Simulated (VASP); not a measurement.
# S: relaxation of cell and atoms with PBE

Crystal: S.

```xyz
3
Lattice="4.4116 0.0000 0.0000 -2.2058 3.8205 0.0000 0.0000 0.0000 5.0135" Properties=species:S:1:pos:R:3 pbc="T T T"
S     0.9573    0.0000    0.8356
S    -0.4787    0.8291    4.1780
S     1.7271    2.9915    2.5068
```

```
Program                : VASP 6.6.1
Task                   : relaxation of cell and atoms
Functional             : PBE
Potentials or basis    : VASP PAW PBE potentials, release 64 (S)
Cutoff                 : 600 eV
k mesh                 : 6 × 6 × 4
Occupations            : gaussian, width 0.1 eV
Spin                   : no spin polarisation
Dipole correction      : no
Further INCAR settings : ALGO = Normal; EDIFF = 1e-07; IBRION = 2; EDIFFG = -0.04; NSW = 90; ISIF = 3
```

| Item | Value |
| --- | --- |
| Relaxed volume | 31.45 Å³/atom |
| Relaxed cell | a = 4.969 Å, b = 4.969 Å, c = 4.412 Å, α = 90.00°, β = 90.00°, γ = 120.00° |
| Space group after relaxing (to 0.05 Å) | P3_221 (No. 154) |
| Energy gained by relaxing | 387.1 meV/atom |
| Ionic steps | 20 |
| Pressure after relaxing | 0.0 GPa |
| Largest force after relaxing | 0.038 eV/Å |
| Band gap on the k mesh | 2.43 eV, indirect (least direct gap 2.53 eV) |

Forces in eV/Å, atoms in the order of the input:
```
S   -0.038  0.000  0.000
S    0.019 -0.033  0.000
S    0.019  0.033  0.000
```

Stress tensor (GPa, compression positive):
```
 0.05  0.00  0.00
 0.00  0.05  0.00
 0.00  0.00 -0.15
```

The path:
```csv
step,energy change (eV),largest force (eV/Å),pressure (GPa),volume (Å³)
1,0.0000,2.3924,-10.02,84.50
2,-0.7477,1.9171,10.68,64.61
3,-1.0043,0.1759,0.52,70.14
4,-1.0049,0.0967,0.90,69.87
5,-1.0303,0.1013,1.06,70.89
6,-1.0732,0.0788,1.73,73.89
7,-1.0930,0.3261,0.43,76.54
8,-1.0989,0.5569,-0.70,79.22
9,-1.1091,0.5073,-0.71,80.50
10,-1.1328,0.3336,-0.65,84.41
11,-1.1473,0.1157,-0.22,92.57
12,-1.1481,0.0387,-0.29,91.17
13,-1.1540,0.1119,0.09,91.58
14,-1.1565,0.2127,0.60,92.08
15,-1.1603,0.0254,0.26,93.21
16,-1.1605,0.0309,0.15,93.56
17,-1.1608,0.0433,0.07,93.81
18,-1.1610,0.0709,-0.10,94.37
19,-1.1610,0.0644,-0.06,94.24
20,-1.1612,0.0380,-0.02,94.35
```

Final structure:
```cif
data_structure
_symmetry_space_group_name_H-M 'P 1'
_symmetry_Int_Tables_number 1
_cell_length_a 4.9693
_cell_length_b 4.9693
_cell_length_c 4.4118
_cell_angle_alpha 90.000
_cell_angle_beta 90.000
_cell_angle_gamma 120.000
_cell_volume 94.35
loop_
_atom_site_label
_atom_site_type_symbol
_atom_site_fract_x
_atom_site_fract_y
_atom_site_fract_z
_atom_site_occupancy
S1 S 0.17007 0.00000 0.16667 1
S2 S 0.00000 0.17007 0.83333 1
S3 S 0.82993 0.82993 0.50000 1
```

Levels at points of the mesh, in eV from the valence-band top:
```
           k point  band 5  band 6  band 7  band 8  band 9  band 10  band 11  band 12  band 13
(0.00, 0.00, 0.00)   -4.45   -3.12   -2.24   -2.24   -0.20     3.64     3.64     3.82     5.85
(0.50, 0.00, 0.00)   -4.62   -2.71   -2.23   -2.13   -0.39     3.48     3.92     4.53     7.24
(0.00, 0.00, 0.50)   -3.92   -3.92   -0.83   -0.83   -0.53     2.43     2.73     2.73     7.33
(0.50, 0.00, 0.50)   -4.24   -4.16   -0.70   -0.57    0.00     2.53     3.24     3.93     6.90
```

Wall time 7.2 min on 1 thread of Intel(R) Xeon(R) Platinum 8375C CPU @ 2.90GHz (Ice Lake) (shared host), peak memory 0.22 GiB.

A k mesh can miss the band edges.
